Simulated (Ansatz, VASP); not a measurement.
One calculation of Sn2Pt, two programs

```
Sn Pt
1.0
     0.00000    3.22530    3.22530
     3.22530    0.00000    3.22530
     3.22530    3.22530    0.00000
Sn Pt
2 1
Direct
  0.25000 0.25000 0.25000
  0.75000 0.75000 0.75000
  0.00000 0.00000 0.00000
```

Alike in both runs: task single point; functional LDA; k mesh 12 × 12 × 12; occupations fermi-dirac, width 0.15 eV; no spin polarisation.

```csv
,VASP,Ansatz
version,VASP 6.6.1,Ansatz 0.2.0
potentials or method,"VASP PAW LDA potentials, release 64 (Sn_d, Pt), cutoff 520 eV","scalar-relativistic, plane waves, PAW"
valence electrons in the cell,38,46
```

Ansatz gave:

```
gap on the k mesh at the Fermi level (eV) : none
pressure (GPa)                            : -2.1
```

Problem. Estimate VASP's values.

Solution. gap on the k mesh at the Fermi level (eV): none; pressure (GPa): -1.9.

LDA's correlation is that of Perdew and Zunger in VASP and of Perdew and Wang (1992) in Ansatz. A gap of «none» marks a metal or a gap that the smearing closes. VASP's potentials hold 38 valence electrons a cell and Ansatz's 46, so a difference there can come from the potentials and not from the codes.

Neither program's run includes spin-orbit coupling.
